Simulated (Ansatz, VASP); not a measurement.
**MgS in VASP and in Ansatz**

```
Mg S
1.0
     0.00000    2.83088    2.83088
     2.83088    0.00000    2.83088
     2.83088    2.83088    0.00000
Mg S
1 1
Direct
  0.00000 0.00000 0.00000
  0.25000 0.25000 0.25000
```

Alike in both runs: task single point; functional PBEsol; k mesh 6 × 6 × 6; no spin polarisation.

```csv
,VASP,Ansatz
version,VASP 6.6.1,Ansatz 0.2.0
potentials or method,"VASP PAW PBE potentials, release 64 (Mg, S)","plane waves, PAW"
plane-wave cutoff (eV),600,420
occupations,"gaussian, width 0.01 eV",fixed
valence electrons in the cell,8,16
```

```csv
,VASP,Ansatz,Ansatz less VASP
gap on the k mesh at the Fermi level (eV),3.30,3.29,-0.002
pressure (GPa),-0.4,-0.3,+0.07
```

VASP's potentials were made for PBE, not for PBEsol. VASP's potentials hold 8 valence electrons a cell and Ansatz's 16, so a difference there can come from the potentials and not from the codes.
